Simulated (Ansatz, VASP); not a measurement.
## Two plane-wave programs on La3N

INCAR

```
SYSTEM = La3N
PREC = Accurate ; ENCUT = 520
EDIFF = 1E-6 ; ISMEAR = 0
SIGMA = 0.1 ; LREAL = .FALSE.
LASPH = .TRUE. ; NELM = 60
ALGO = Normal ; ISIF = 2
LWAVE = .FALSE. ; LCHARG = .FALSE.
GGA = PE ; NBANDS = 27
```

KPOINTS

```
regular mesh
0
G
  4 4 4
  0 0 0
```

The input POSCAR:

```
La3N
1.0
   -3.0604313600      3.0604313600      3.0604313600
    3.0604313600     -3.0604313600      3.0604313600
    3.0604313600      3.0604313600     -3.0604313600
La N
3 1
Direct
    0.0000000000      0.5000000000      0.5000000000
    0.5000000000      0.0000000000      0.5000000000
    0.5000000000      0.5000000000      0.0000000000
    0.0000000000      0.0000000000      0.0000000000
```

Input for Ansatz:

```yaml
crystal:
  lattice:
    - [-3.06043136, 3.06043136, 3.06043136]
    - [3.06043136, -3.06043136, 3.06043136]
    - [3.06043136, 3.06043136, -3.06043136]
  atoms:
    - { symbol: La, position: [0.0, 0.5, 0.5] }
    - { symbol: La, position: [0.5, 0.0, 0.5] }
    - { symbol: La, position: [0.5, 0.5, 0.0] }
    - { symbol: "N", position: [0.0, 0.0, 0.0] }
basis:
  ecutwfc: 420
kpoints:
  mp_grid: { grid: [4, 4, 4] }
hamiltonian:
  xc: pbe
scf:
  occupations: { method: gaussian, width: 0.1 }
  lower_state_search: "off"
output:
  forces: true
  stress: true
  eigenvalues: true
```

Alike in both runs: task single point; functional PBE; k mesh 4 × 4 × 4; occupations gaussian, width 0.1 eV; no spin polarisation.

|  | VASP | Ansatz |
| --- | --- | --- |
| version | VASP 6.6.1 | Ansatz 0.2.0 |
| potentials or method | VASP PAW PBE potentials, release 64 (La, N), cutoff 520 eV | scalar-relativistic, plane waves, PAW |
| valence electrons in the cell | 38 | 38 |

```csv
,VASP,Ansatz,Ansatz less VASP
gap on the k mesh at the Fermi level (eV),none,none,-
pressure (GPa),-6.1,-6.1,+0.02
```

A gap of «none» marks a metal or a gap that the smearing closes.

The k mesh is coarse, so the values compare programs but aren't converged. Neither program's run includes spin-orbit coupling.
